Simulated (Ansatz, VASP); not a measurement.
Two plane-wave programs on Si

Contents of INCAR:

```
PREC = Accurate
ENCUT = 520
EDIFF = 1E-7
ISMEAR = 0
SIGMA = 0.01
LREAL = Auto
LASPH = True
NELM = 80
ALGO = Normal
ISIF = 2
LWAVE = False
LCHARG = False
GGA = PE
NBANDS = 86
```

Contents of KPOINTS:

```
regular mesh
0
Gamma
  3 3 3
```

The input POSCAR:

```
Si
1.0
    5.4700937543      5.4700937543     -5.4700937543
   -5.4700937543      5.4700937543      5.4700937543
    5.4700937543     -5.4700937543      5.4700937543
Si
32
Direct
    0.5000000000      0.7500000000      1.0000000000
    0.2500000000      0.7500000000      0.2500000000
    0.0000000000      0.7500000000      0.5000000000
    0.5000000000      1.0000000000      0.7500000000
    0.7500000000      0.7500000000      0.7500000000
    0.2500000000      1.0000000000      1.0000000000
    0.0000000000      0.0000000000      0.2500000000
    0.5000000000      0.2500000000      0.5000000000
    0.7500000000      0.0000000000      0.5000000000
    0.2500000000      0.2500000000      0.7500000000
    0.0000000000      0.2500000000      0.0000000000
    0.5000000000      0.5000000000      0.2500000000
    0.7500000000      0.2500000000      0.2500000000
    0.2500000000      0.5000000000      0.5000000000
    0.0000000000      0.5000000000      0.7500000000
    0.7500000000      0.5000000000      0.0000000000
    0.2500000000      0.5000000000      0.7500000000
    0.0000000000      0.5000000000      0.0000000000
    0.7500000000      0.5000000000      0.2500000000
    0.2500000000      0.7500000000      0.5000000000
    0.5000000000      0.5000000000      0.5000000000
    0.0000000000      0.7500000000      0.7500000000
    0.7500000000      0.7500000000      0.0000000000
    0.2500000000      0.0000000000      0.2500000000
    0.5000000000      0.7500000000      0.2500000000
    0.0000000000      0.0000000000      0.5000000000
    0.7500000000      0.0000000000      0.7500000000
    0.2500000000      0.2500000000      0.0000000000
    0.5000000000      0.0000000000      0.0000000000
    0.0000000000      0.2500000000      0.2500000000
    0.7500000000      0.2500000000      0.5000000000
    0.5000000000      0.2500000000      0.7500000000
```

Input for Ansatz:

```yaml
crystal:
  lattice:
    - [5.4700937543, 5.4700937543, -5.4700937543]
    - [-5.4700937543, 5.4700937543, 5.4700937543]
    - [5.4700937543, -5.4700937543, 5.4700937543]
  atoms:
    - { symbol: Si, position: [0.5, 0.75, 1.0] }
    - { symbol: Si, position: [0.25, 0.75, 0.25] }
    - { symbol: Si, position: [0.0, 0.75, 0.5] }
    - { symbol: Si, position: [0.5, 1.0, 0.75] }
    - { symbol: Si, position: [0.75, 0.75, 0.75] }
    - { symbol: Si, position: [0.25, 1.0, 1.0] }
    - { symbol: Si, position: [0.0, 0.0, 0.25] }
    - { symbol: Si, position: [0.5, 0.25, 0.5] }
    - { symbol: Si, position: [0.75, 0.0, 0.5] }
    - { symbol: Si, position: [0.25, 0.25, 0.75] }
    - { symbol: Si, position: [0.0, 0.25, 0.0] }
    - { symbol: Si, position: [0.5, 0.5, 0.25] }
    - { symbol: Si, position: [0.75, 0.25, 0.25] }
    - { symbol: Si, position: [0.25, 0.5, 0.5] }
    - { symbol: Si, position: [0.0, 0.5, 0.75] }
    - { symbol: Si, position: [0.75, 0.5, 0.0] }
    - { symbol: Si, position: [0.25, 0.5, 0.75] }
    - { symbol: Si, position: [0.0, 0.5, 0.0] }
    - { symbol: Si, position: [0.75, 0.5, 0.25] }
    - { symbol: Si, position: [0.25, 0.75, 0.5] }
    - { symbol: Si, position: [0.5, 0.5, 0.5] }
    - { symbol: Si, position: [0.0, 0.75, 0.75] }
    - { symbol: Si, position: [0.75, 0.75, 0.0] }
    - { symbol: Si, position: [0.25, 0.0, 0.25] }
    - { symbol: Si, position: [0.5, 0.75, 0.25] }
    - { symbol: Si, position: [0.0, 0.0, 0.5] }
    - { symbol: Si, position: [0.75, 0.0, 0.75] }
    - { symbol: Si, position: [0.25, 0.25, 0.0] }
    - { symbol: Si, position: [0.5, 0.0, 0.0] }
    - { symbol: Si, position: [0.0, 0.25, 0.25] }
    - { symbol: Si, position: [0.75, 0.25, 0.5] }
    - { symbol: Si, position: [0.5, 0.25, 0.75] }
basis:
  ecutwfc: 420
  xc_grid: 2
kpoints:
  mp_grid: { grid: [3, 3, 3], shift: [0.0, 0.0, 0.0] }
hamiltonian:
  xc: pbe
scf:
  occupations: { method: gaussian, width: 0.01 }
output:
  forces: true
  stress: true
  eigenvalues: true
  write_density: true
  write_potential: true
  elf: true
  volumetric_format: npy
```

Alike in both runs: task single point; functional PBE; k mesh 3 × 3 × 3; occupations gaussian, width 0.01 eV; no spin polarisation.

|  | VASP | Ansatz |
| --- | --- | --- |
| version | VASP 6.6.1 | Ansatz 0.2.0 |
| potentials or method | VASP PAW PBE potentials, release 64 (Si), cutoff 520 eV | scalar-relativistic, plane waves, PAW |
| valence electrons in the cell | 128 | 128 |

Ansatz gave:

```
gap on the k mesh at the Fermi level (eV) : 0.75
least direct gap on the mesh (eV)         : 0.75
pressure (GPa)                            : 0.0
```

Question: What did VASP give for the same quantities?

Answer: gap on the k mesh at the Fermi level (eV): 0.75; least direct gap on the mesh (eV): 0.75; pressure (GPa): -0.1.
